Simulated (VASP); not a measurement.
## Al2Cu: relaxation of cell and atoms with PBE+D3(BJ)

Crystal: Al2Cu.

```xyz
3
Lattice="4.1052 0.0000 0.0000 0.0000 4.1052 0.0000 0.0000 0.0000 2.8913" Properties=species:S:1:pos:R:3 pbc="T T T"
Al    2.0526    0.0000    1.4457
Al    0.0000    2.0526    1.4457
Cu    0.0000    0.0000    0.0000
```

| Item | Value |
| --- | --- |
| Program | VASP 6.6.1 |
| Task | relaxation of cell and atoms |
| Functional | PBE |
| Dispersion | D3(BJ) |
| Potentials or basis | VASP PAW PBE potentials, release 64 (Al, Cu) |
| Cutoff | 600 eV |
| k mesh | 10 × 10 × 14 |
| Occupations | gaussian, width 0.1 eV |
| Spin | no spin polarisation |
| Dipole correction | no |
| Further INCAR settings | ALGO = Fast; EDIFF = 1e-07; IBRION = 2; EDIFFG = -0.002; NSW = 100; ISIF = 3 |

```json
{
  "Relaxed volume": "15.70 Å³/atom",
  "Relaxed cell": "a = 4.064 Å, b = 4.064 Å, c = 2.852 Å, α = 90.00°, β = 90.00°, γ = 90.00°",
  "Space group after relaxing (to 0.1 Å)": "P4/mmm (No. 123)",
  "Energy gained by relaxing": "5.6 meV/atom",
  "Ionic steps": "6",
  "Pressure after relaxing": "0.0 GPa",
  "Band gap on the k mesh": "zero (an odd number of electrons rules out a gap without spin polarisation)",
  "Dispersion energy per atom": "-0.378 eV"
}
```

Step by step:
| step | energy change (eV) | largest force (eV/Å) | pressure (GPa) | volume (Å³) |
| --- | --- | --- | --- | --- |
| 1 | 0.0000 | 0.0000 | -2.94 | 48.73 |
| 2 | -0.0155 | 0.0000 | 0.97 | 46.65 |
| 3 | -0.0167 | 0.0000 | 0.09 | 47.06 |
| 4 | -0.0167 | 0.0000 | -0.03 | 47.10 |
| 5 | -0.0168 | 0.0000 | 0.00 | 47.10 |
| 6 | -0.0168 | 0.0000 | 0.01 | 47.11 |

Final structure:
```
Al Cu
1.0
     4.06382    0.00000    0.00000
     0.00000    4.06382    0.00000
     0.00000    0.00000    2.85236
Al Cu
2 1
Direct
  0.50000 0.00000 0.50000
  0.00000 0.50000 0.50000
  0.00000 0.00000 0.00000
```

Levels at points of the mesh, in eV from the Fermi level:
```
           k point  band 6  band 7  band 8  band 9  band 10  band 11  band 12
(0.00, 0.00, 0.00)   -4.12   -2.43   -2.43    0.00     0.91     6.23     6.32
(0.50, 0.00, 0.00)   -4.16   -4.12   -1.09    1.59     1.77     2.03     7.65
(0.50, 0.50, 0.00)   -4.29   -4.15   -4.15   -2.47     8.62     8.62     9.57
(0.00, 0.00, 0.50)   -4.15   -3.03    2.59    2.63     2.63     2.78     2.78
(0.50, 0.00, 0.50)   -4.20   -3.12   -2.48   -1.68     3.75     4.06     4.50
(0.50, 0.50, 0.50)   -3.53   -2.30   -2.30   -0.90    -0.81     0.05     0.05
```

Wall time 2.9 min on 1 thread of Intel(R) Xeon(R) 6975P-C (Granite Rapids), on a shared host, peak memory 0.3 GiB.
